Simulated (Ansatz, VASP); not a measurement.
## Pd: VASP beside Ansatz

```
CELL_PARAMETERS angstrom
3.10903 0.00000 0.00000
0.00000 3.10903 0.00000
0.00000 0.00000 3.10903
ATOMIC_POSITIONS crystal
Pd 0.00000 0.00000 0.00000
Pd 0.50000 0.50000 0.50000
```

Alike in both runs: task single point; functional r2SCAN; k mesh 17 × 17 × 17; occupations fermi-dirac, width 0.05 eV; collinear spin.

```csv
,VASP,Ansatz
version,VASP 6.6.1,Ansatz 0.2.0
potentials or method,"VASP PAW PBE potentials, release 64 (Pd), cutoff 520 eV","plane waves (500 eV) with PAW, scalar-relativistic"
valence electrons in the cell,20,36
```

```csv
,VASP,Ansatz,Ansatz less VASP
net moment per atom (μB),0.00,0.00,0.000
```

VASP's potentials were made for PBE, not for r2SCAN. VASP's potentials hold 20 valence electrons a cell and Ansatz's 36, so a difference there can come from the potentials and not from the codes. Ansatz's warnings: seeded moment not kept, stability check not made.
